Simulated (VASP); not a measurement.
# P (R-3m) in VASP: notebook, part 2 of 2

VASP 6.6.1. Earlier steps stand in the parts before.

### 3 Single point, r2SCAN

This run uses another cell than the first one, of 16.40 Å³/atom.

Contents of POSCAR:

```
P
1.0
    1.7347230934      1.0015428449      3.1459981212
   -1.7347230934      1.0015428449      3.1459981212
    0.0000000000     -2.0030856898      3.1459981212
P
2
Direct
    0.2263809261      0.2263809261      0.2263809261
    0.7736190739      0.7736190739      0.7736190739
```

Contents of INCAR.step1:

```
PREC = Accurate
ENCUT = 520
ISMEAR = -1
SIGMA = 0.02
LREAL = False
LASPH = True
NELM = 60
NBANDS = 12
GGA = PE
ALGO = Normal
EDIFF = 1E-4
LWAVE = True
LCHARG = False
```

Contents of INCAR.step2:

```
PREC = Accurate
ENCUT = 520
EDIFF = 1E-6
ISMEAR = -1
SIGMA = 0.02
LREAL = False
LASPH = True
NELM = 60
ALGO = Normal
ISIF = 2
LWAVE = False
LCHARG = False
METAGGA = R2SCAN
LMIXTAU = True
NBANDS = 12
ISTART = 1
```

Contents of KPOINTS:

```
regular mesh
0
Gamma
  8 8 8
```

Potentials or basis: VASP PAW PBE potentials, release 64 (P).

On the command line:

```sh
cat potpaw_PBE.64/P/POTCAR > POTCAR
cp INCAR.step1 INCAR
mpirun -np 1 vasp_std > vasp.out
cp INCAR.step2 INCAR
mpirun -np 1 vasp_std > vasp.out
```

Run time: 1.9 min. Hardware: 1 thread of Intel Xeon 8259CL, shared host; peak memory 0.16 GiB.

The run converged. Its results:

```
Free energy            : -17.7781 eV
Pressure               : -0.5 GPa
Largest force          : 0.085 eV/Å
Band gap on the k mesh : zero (bands 5 and 6 overlap by 0.40 eV)
```

Forces in eV/Å, atoms in the order of the input:
```
P    0.000  0.000 -0.085
P    0.000  0.000  0.085
```

Stress tensor (GPa, compression positive):
```
-0.56  0.00  0.00
 0.00 -0.56  0.00
 0.00  0.00 -0.43
```

Levels at points of the mesh, in eV from the Fermi level:
| k point | band 1 | band 2 | band 3 | band 4 | band 5 | band 6 | band 7 | band 8 | band 9 | band 10 |
| --- | --- | --- | --- | --- | --- | --- | --- | --- | --- | --- |
| (0.00, 0.00, 0.00) | -17.48 | -3.98 | -3.55 | -3.42 | -3.42 | 1.20 | 2.52 | 2.52 | 5.98 | 5.98 |
| (0.50, 0.00, 0.00) | -13.94 | -12.67 | -4.40 | -3.83 | -0.92 | -0.30 | 0.11 | 0.43 | 8.93 | 10.29 |
| (0.50, 0.50, 0.00) | -13.70 | -10.79 | -7.25 | -5.97 | -5.83 | 0.06 | 6.17 | 7.72 | 8.54 | 9.19 |
| (0.50, 0.50, 0.50) | -15.53 | -11.50 | -3.31 | -3.31 | -0.33 | -0.33 | 0.01 | 2.26 | 9.16 | 9.58 |

Caveat: the PAW data sets were made with another functional, which shifts forces and pressure a little.

### 4 Single point, r2SCAN

This run uses another cell than the first one, of 16.40 Å³/atom.

POSCAR is that of step 3.

Contents of INCAR.step1:

```
SYSTEM = P
PREC     = Accurate       ! precision mode
ENCUT    = 520            ! plane-wave cutoff, eV
ISMEAR   = -1             ! smearing method
SIGMA    = 0.02           ! smearing width, eV
LREAL    = .False.        ! projectors in reciprocal space
LASPH    = .True.         ! aspherical terms in the spheres
NELM     = 80             ! most SCF steps
NBANDS   = 12             ! bands
GGA      = PE             ! functional
ALGO     = Normal         ! electronic algorithm
EDIFF    = 1E-4           ! SCF threshold, eV
LWAVE    = .True.         ! write WAVECAR
LCHARG   = .False.        ! write CHGCAR
```

Contents of INCAR.step2:

```
SYSTEM = P
PREC     = Accurate       ! precision mode
ENCUT    = 520            ! plane-wave cutoff, eV
EDIFF    = 1E-7           ! SCF threshold, eV
ISMEAR   = -1             ! smearing method
SIGMA    = 0.02           ! smearing width, eV
LREAL    = .False.        ! projectors in reciprocal space
LASPH    = .True.         ! aspherical terms in the spheres
NELM     = 80             ! most SCF steps
ALGO     = Normal         ! electronic algorithm
ISIF     = 2              ! what is computed and relaxed
LWAVE    = .False.        ! write WAVECAR
LCHARG   = .False.        ! write CHGCAR
METAGGA  = R2SCAN         ! meta-GGA
LMIXTAU  = .True.       
NBANDS   = 12             ! bands
ISTART   = 1
```

Contents of KPOINTS:

```
Automatic mesh
0
Gamma
  8 8 8
  0 0 0
```

Potentials or basis: VASP PAW PBE potentials, release 64 (P).

On the command line:

```sh
cat potpaw_PBE.64/P/POTCAR > POTCAR
cp INCAR.step1 INCAR
mpirun -np 1 vasp_std > vasp.out
cp INCAR.step2 INCAR
mpirun -np 1 vasp_std > vasp.out
```

OUTCAR:

```text
SYSTEM = P
   PREC = Accurate
   ENCUT = 520
   EDIFF = 1E-7
   ISMEAR = -1
   LREAL = .False.
   LASPH = .True.
   NELM = 80
   ISIF = 2
   METAGGA = R2SCAN
   ISTART = 1

 ion  position               nearest neighbor table
   1  0.226  0.226  0.226-   2 2.30   2 2.30   2 2.30   2 2.84   2 2.84   2 2.84
   2  0.774  0.774  0.774-   1 2.30   1 2.30   1 2.30   1 2.84   1 2.84   1 2.84

  LATTYP: Found a trigonal (rhomboedric) cell.
 ALAT       =     3.7295651837
 COS(alpha) =     0.5673129355

[... 548 lines left out ...]
------------------------ aborting loop because EDIFF is reached ----------------------------------------

  FORCE on cell =-STRESS in cart. coord.  units (eV):
  Direction    XX          YY          ZZ          XY          YZ          ZX
  --------------------------------------------------------------------------------------
  -------------------------------------------------------------------------------------
  Total       -0.1124459     -0.1124459     -0.0864145      0.0000000      0.0000000      0.0000000
  in kB       -5.4934459     -5.4934459     -4.2217035      0.0000000      0.0000000      0.0000000
  external PRESSURE =      -5.0695318 kB  Pullay stress =       0.0000000 kB

 VOLUME and BASIS-vectors are now :
 -----------------------------------------------------------------------------
  energy-cutoff  :      520.00
  volume of cell :       32.80
      direct lattice vectors                 reciprocal lattice vectors
     1.734723093  1.001542845  3.145998121     0.288230440  0.166409922  0.105954715
    -1.734723093  1.001542845  3.145998121    -0.288230440  0.166409922  0.105954715
     0.000000000 -2.003085690  3.145998121     0.000000000 -0.332819844  0.105954715

 POSITION                                       TOTAL-FORCE (eV/Angst)
 -----------------------------------------------------------------------------------
      0.00000      0.00000      2.13658         0.000000      0.000000     -0.084547
      0.00000      0.00000      7.30141         0.000000      0.000000      0.084547
 -----------------------------------------------------------------------------------
    total drift:                                0.000000      0.000000     -0.000000

  FREE ENERGIE OF THE ION-ELECTRON SYSTEM (eV)
  ---------------------------------------------------
  free  energy   TOTEN  =       -17.7781191784 eV

  energy  without entropy=      -17.7775950185  energy(sigma->0) =      -17.77785710
```

OUTCAR.step1:

```text
SYSTEM = P
   PREC = Accurate
   ENCUT = 520
   ISMEAR = -1
   LREAL = .False.
[... 584 lines left out ...]
      0.00000      0.00000      2.13658         0.000000     -0.000000      0.132677
      0.00000      0.00000      7.30141         0.000000      0.000000     -0.132677
 -----------------------------------------------------------------------------------
    total drift:                                0.000000      0.000000     -0.000000

  FREE ENERGIE OF THE ION-ELECTRON SYSTEM (eV)
  ---------------------------------------------------
  free  energy   TOTEN  =       -10.6542381869 eV

  energy  without entropy=      -10.6539438333  energy(sigma->0) =      -10.65409101
```

OSZICAR.step1:

```text
N       E                     dE             d eps       ncg     rms          rms(c)
DAV:   1     0.224575807743E+02    0.22458E+02   -0.45529E+03  1560   0.719E+02
DAV:   2    -0.950080129767E+01   -0.31958E+02   -0.30312E+02  2100   0.117E+02
DAV:   3    -0.106769056113E+02   -0.11761E+01   -0.11626E+01  2020   0.212E+01
DAV:   4    -0.106843700118E+02   -0.74644E-02   -0.74636E-02  1860   0.208E+00
DAV:   5    -0.106844366277E+02   -0.66616E-04   -0.66615E-04  2056   0.183E-01    0.690E+00
DAV:   6    -0.106641852655E+02    0.20251E-01   -0.73003E-03  1840   0.495E-01    0.412E+00
DAV:   7    -0.106540253244E+02    0.10160E-01   -0.15548E-02  1848   0.780E-01    0.968E-02
DAV:   8    -0.106542134287E+02   -0.18810E-03   -0.11541E-03  1896   0.222E-01    0.472E-02
DAV:   9    -0.106542381869E+02   -0.24758E-04   -0.51174E-05  1140   0.495E-02
   1 F= -.10654238E+02 E0= -.10654091E+02  d E =-.294354E-03
```

Run time: 2.4 min. Hardware: 1 thread of Intel Xeon 8259CL, shared host; peak memory 0.16 GiB.

What came out:

```
Free energy            : -17.7781 eV
Pressure               : -0.5 GPa
Largest force          : 0.085 eV/Å
Band gap on the k mesh : zero (bands 5 and 6 overlap by 0.40 eV)
```

Forces on the atoms (eV/Å):
```
P    0.000  0.000 -0.085
P    0.000  0.000  0.085
```

Levels at points of the mesh, in eV from the Fermi level:
```
           k point  band 1  band 2  band 3  band 4  band 5  band 6  band 7  band 8  band 9  band 10
(0.00, 0.00, 0.00)  -17.48   -3.98   -3.55   -3.42   -3.42    1.20    2.52    2.52    5.98     5.98
(0.50, 0.00, 0.00)  -13.94  -12.67   -4.40   -3.83   -0.92   -0.30    0.11    0.43    8.93    10.29
(0.50, 0.50, 0.00)  -13.70  -10.78   -7.25   -5.97   -5.83    0.06    6.17    7.72    8.54     9.19
(0.50, 0.50, 0.50)  -15.53  -11.50   -3.31   -3.31   -0.33   -0.33    0.01    2.26    9.16     9.58
```

Caveat: the PAW data sets were made with another functional, which shifts forces and pressure a little.

### 5 Single point, r2SCAN

This run uses another cell than the first one, of 16.73 Å³/atom.

Contents of POSCAR:

```
P
1.0
    1.7462116606      1.0081757723      3.1668331530
   -1.7462116606      1.0081757723      3.1668331530
    0.0000000000     -2.0163515446      3.1668331530
P
2
Direct
    0.2263809261      0.2263809261      0.2263809261
    0.7736190739      0.7736190739      0.7736190739
```

Contents of INCAR.step1:

```
  ALGO = Normal
  EDIFF = 1E-4
  ENCUT = 520
  GGA = PE
  ISMEAR = -1
  LASPH = True
  LCHARG = False
  LREAL = False
  LWAVE = True
  NBANDS = 12
  NELM = 60
  PREC = Accurate
  SIGMA = 0.02
```

Contents of INCAR.step2:

```
  ALGO = Normal
  EDIFF = 1E-6
  ENCUT = 520
  ISIF = 2
  ISMEAR = -1
  ISTART = 1
  LASPH = True
  LCHARG = False
  LMIXTAU = True
  LREAL = False
  LWAVE = False
  METAGGA = R2SCAN
  NBANDS = 12
  NELM = 60
  PREC = Accurate
  SIGMA = 0.02
```

Contents of KPOINTS:

```
k-points
0
Gamma
  8 8 8
```

On the command line:

```sh
cat potpaw_PBE.64/P/POTCAR > POTCAR
cp INCAR.step1 INCAR
mpirun -np 1 vasp_std > vasp.out
cp INCAR.step2 INCAR
mpirun -np 1 vasp_std > vasp.out
```

Run time: 2 min. Hardware: 1 thread of Intel Xeon 8259CL, shared host; peak memory 0.16 GiB.

It converged, with:

- Free energy: -17.7728 eV
- Pressure: -2.2 GPa
- Largest force: 0.221 eV/Å
- Band gap on the k mesh: zero (bands 5 and 6 overlap by 0.39 eV)

Forces on the atoms (eV/Å):
```
P    0.000  0.000 -0.221
P    0.000  0.000  0.221
```

Stress tensor (GPa, compression positive):
```
-2.46  0.00  0.00
 0.00 -2.46  0.00
 0.00  0.00 -1.73
```

Levels at points of the mesh, in eV from the Fermi level:
| k point | band 3 | band 4 | band 5 | band 6 | band 7 | band 8 |
| --- | --- | --- | --- | --- | --- | --- |
| (0.00, 0.00, 0.00) | -3.49 | -3.37 | -3.37 | 1.18 | 2.51 | 2.51 |
| (0.50, 0.00, 0.00) | -4.33 | -3.77 | -0.90 | -0.33 | 0.10 | 0.46 |
| (0.50, 0.50, 0.00) | -7.18 | -5.87 | -5.71 | 0.17 | 6.03 | 7.57 |
| (0.50, 0.50, 0.50) | -3.26 | -3.26 | -0.30 | -0.30 | -0.07 | 2.16 |

Caveat: the PAW data sets were made with another functional, which shifts forces and pressure a little.

### 6 The runs side by side

```tsv
cell	gap on the mesh (eV)	pressure (GPa)	largest force (eV/Å)
a = 3.705 Å, angles 55.4°, 2 atoms	none	1.2	0.03
a = 3.730 Å, angles 55.4°, 2 atoms	none	-0.5	0.08
a = 3.754 Å, angles 55.4°, 2 atoms	none	-2.2	0.22
```

Alike in all rows: task single point; level r2SCAN; potentials or basis VASP PAW PBE potentials, release 64 (P); no spin polarisation; k mesh 8 × 8 × 8; cutoff (eV) 520; smearing fermi-dirac 0.02 eV.

Caveats: the PAW data sets were made with another functional, which shifts forces and pressure a little.

Absolute energies hang on the potentials; compare differences alone.
